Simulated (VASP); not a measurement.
Write the native input for VASP 6.6.1 that does the following.

| Quantity | Value |
| --- | --- |
| Task | single point |
| Functional | PBE0 |
| Potentials or basis | VASP PAW PBE potentials, release 64 (Ga_d) |
| Cutoff | 520 eV |
| k mesh | 6 × 6 × 6 |
| Occupations | fermi-dirac, width 0.05 eV |
| Spin | no spin polarisation |
| Dipole correction | no |
| Grid for exact exchange (PRECFOCK) | Normal |
| Further INCAR settings | ALGO = Normal; EDIFF = 1e-07; NBANDS = 12 |
| Share of exact exchange | 0.25 |

The system is Ga.

```
Ga
1.0
    -1.36569    1.36569    2.27999
     1.36569   -1.36569    2.27999
     1.36569    1.36569   -2.27999
Ga
1
Direct
  0.00000 0.00000 0.00000
```

These files were run (other wordings do the same):

POSCAR

```
Ga
1.0
   -1.3656883352      1.3656883352      2.2799872528
    1.3656883352     -1.3656883352      2.2799872528
    1.3656883352      1.3656883352     -2.2799872528
Ga
1
Direct
    0.0000000000      0.0000000000      0.0000000000
```

INCAR.step1

```
SYSTEM = Ga
  ALGO = Normal
  EDIFF = 1E-5
  ENCUT = 520
  GGA = PE
  ISIF = 2
  ISMEAR = -1
  LASPH = .True.
  LCHARG = .False.
  LREAL = .False.
  LWAVE = .True.
  NBANDS = 12
  NELM = 80
  PREC = Accurate
  SIGMA = 0.05
```

INCAR.step2

```
SYSTEM = Ga
  AEXX = 0.25
  ALGO = Normal
  EDIFF = 1E-7
  ENCUT = 520
  GGA = PE
  ISIF = 2
  ISMEAR = -1
  ISTART = 1
  LASPH = .True.
  LCHARG = .False.
  LHFCALC = .True.
  LREAL = .False.
  LWAVE = .False.
  NBANDS = 12
  NELM = 80
  PREC = Accurate
  PRECFOCK = Normal
  SIGMA = 0.05
```

KPOINTS

```
k-points
0
Gamma
  6 6 6
  0 0 0
```

Potentials or basis: VASP PAW PBE potentials, release 64 (Ga_d).

Command:

```sh
$ cat potpaw_PBE.64/Ga_d/POTCAR > POTCAR
$ cp INCAR.step1 INCAR
$ mpirun -np 1 vasp_std > vasp.out
$ cp INCAR.step2 INCAR
$ mpirun -np 1 vasp_std > vasp.out
```

Results of the run:

- Pressure: 6.1 GPa
- Band gap on the k mesh: zero (an odd number of electrons rules out a gap without spin polarisation)

Caveat: the k points lie up to 0.45 Å⁻¹ apart, too coarse for converged energies and pressures of a metal; the PAW data sets were made with another functional, which shifts forces and pressure a little.

Run time: 52 min on 1 thread of Intel Xeon 8259CL (shared host), peak memory 0.16 GiB.
